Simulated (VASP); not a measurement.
Set up this calculation in VASP 6.6.1, as the native input.

| Item | Value |
| --- | --- |
| Task | single point |
| Functional | PBE |
| Potentials or basis | VASP PAW PBE potentials, release 64 (Ba_sv, Zr_sv, P) |
| Cutoff | 520 eV |
| k mesh | 10 × 10 × 10 |
| Occupations | gaussian, width 0.1 eV |
| Spin | no spin polarisation |
| Dipole correction | no |
| Further INCAR settings | ALGO = Fast; EDIFF = 1e-06; NBANDS = 20 |

The structure of BaZrP lies in POSCAR:

```
BaZrP
1.0
    4.8196585840      0.0000000000      0.0000000000
    0.0000000000      4.8196585840      0.0000000000
    0.0000000000      0.0000000000      4.9633267736
Ba Zr P
1 1 1
Direct
    0.5000000000      0.5000000000      0.0000000000
    0.0000000000      0.0000000000      0.0000000000
    0.0000000000      0.0000000000      0.5000000000
```

The cell was built from a structure type or drawn by symmetry, and may not be a known phase.

One way to write it, as run:

INCAR

```
SYSTEM = BaZrP
ALGO = Fast ; EDIFF = 1E-6
ENCUT = 520 ; GGA = PE
ISIF = 2 ; ISMEAR = 0
LASPH = .True. ; LCHARG = .True.
LELF = .True. ; LREAL = .False.
LVHAR = .True. ; LWAVE = .False.
NBANDS = 20 ; NELM = 100
PREC = Accurate ; SIGMA = 0.1
```

KPOINTS

```
k-points
0
Gamma
  10 10 10
  0 0 0
```

Potentials or basis: VASP PAW PBE potentials, release 64 (Ba_sv, Zr_sv, P).

Run with:

```bash
$ cat potpaw_PBE.64/Ba_sv/POTCAR potpaw_PBE.64/Zr_sv/POTCAR potpaw_PBE.64/P/POTCAR > POTCAR
$ mpirun -np 1 vasp_std > vasp.out
```

Results of the run:

```json
{"Pressure": "0.1 GPa", "Band gap on the k mesh": "zero (an odd number of electrons rules out a gap without spin polarisation)"}
```

Caveat: spin-orbit coupling is left out, which moves the levels of the heavy elements.

Wall time 16 min on 1 thread of Intel(R) Xeon(R) Platinum 8259CL CPU @ 2.50GHz (Skylake/Cascade Lake), with other jobs on the host, peak memory 0.47 GiB.
